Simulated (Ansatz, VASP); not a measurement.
One calculation of Nb, two programs

```
Nb
1.0
     2.24633   -3.80712    0.00000
     2.24633    3.80712    0.00000
     0.00000    0.00000    4.49864
Nb
4
Direct
  0.15250 0.84750 0.07850
  0.65250 0.34750 0.42150
  0.84750 0.15250 0.92150
  0.34750 0.65250 0.57850
```

Alike in both runs: task relaxation of cell and atoms; functional PBEsol; k mesh 4 × 4 × 4; occupations gaussian, width 0.1 eV; no spin polarisation.

```csv
,VASP,Ansatz
version,VASP 6.6.1,Ansatz 0.2.0
potentials or method,"VASP PAW PBE potentials, release 64 (Nb_sv), cutoff 600 eV","scalar-relativistic, plane waves, PAW"
valence electrons in the cell,52,52
```

```tsv
	VASP	Ansatz	Ansatz less VASP
gap on the k mesh at the Fermi level, each at its own relaxed structure (eV)	none	none	-
relaxed volume (Å³/atom)	18.14	18.20	+0.064
relaxed cell length with the largest relative difference (Å)	5.470	5.479	+0.0086
```

VASP's potentials were made for PBE, not for PBEsol. A gap of «none» marks a metal or a gap that the smearing closes.

The k mesh is coarse, so the values compare programs but aren't converged.
